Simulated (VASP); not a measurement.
Ga:

```
Ga
1.0
     4.80203    0.00000    0.00000
    -2.40102    4.15868    0.00000
     0.00000    0.00000    2.94364
Ga
3
Direct
  0.00000 0.00000 0.00000
  0.33333 0.66667 0.50000
  0.66667 0.33333 0.50000
```

This isn't the form of Ga at room conditions, which is orthorhombic.

* Program: VASP 6.6.1
* Task: relaxation of cell and atoms
* Functional: LDA
* Potentials or basis: VASP PAW LDA potentials, release 64 (Ga_d)
* Cutoff: 600 eV
* k mesh: 8 × 8 × 11
* Occupations: fermi-dirac, width 0.1 eV
* Spin: no spin polarisation

At the start: pressure -5.5 GPa; volume 19.59 Å³/atom.

Q: Where does the relaxation end?

A: Over 13 steps the energy falls by 44.0 meV/atom and the volume is 17.48 Å³/atom (-10.8 %); space group P6/mmm (No. 191, to 0.1 Å) before and after.

Step by step:
| step | energy change (eV) | largest force (eV/Å) | pressure (GPa) | volume (Å³) |
| --- | --- | --- | --- | --- |
| 1 | 0.0000 | 0.0000 | -5.54 | 58.78 |
| 2 | -0.1246 | 0.0000 | -1.02 | 53.21 |
| 3 | -0.1278 | 0.0000 | -0.19 | 52.39 |
| 4 | -0.1278 | 0.0000 | 0.18 | 52.21 |
| 5 | -0.1281 | 0.0000 | -0.11 | 52.36 |
| 6 | -0.1283 | 0.0000 | -0.27 | 52.50 |
| 7 | -0.1286 | 0.0000 | -0.25 | 52.51 |
| 8 | -0.1294 | 0.0000 | -0.23 | 52.51 |
| 9 | -0.1308 | 0.0000 | -0.17 | 52.52 |
| 10 | -0.1317 | 0.0000 | -0.05 | 52.51 |
| 11 | -0.1319 | 0.0000 | -0.10 | 52.52 |
| 12 | -0.1319 | 0.0000 | -0.09 | 52.52 |
| 13 | -0.1319 | 0.0000 | 0.02 | 52.43 |

Final structure:
```cif
data_structure
_symmetry_space_group_name_H-M 'P 1'
_symmetry_Int_Tables_number 1
_cell_length_a 4.5563
_cell_length_b 4.5563
_cell_length_c 2.9160
_cell_angle_alpha 90.000
_cell_angle_beta 90.000
_cell_angle_gamma 120.000
_cell_volume 52.43
loop_
_atom_site_label
_atom_site_type_symbol
_atom_site_fract_x
_atom_site_fract_y
_atom_site_fract_z
_atom_site_occupancy
Ga1 Ga 0.00000 0.00000 0.00000 1
Ga2 Ga 0.33333 0.66667 0.50000 1
Ga3 Ga 0.66667 0.33333 0.50000 1
```
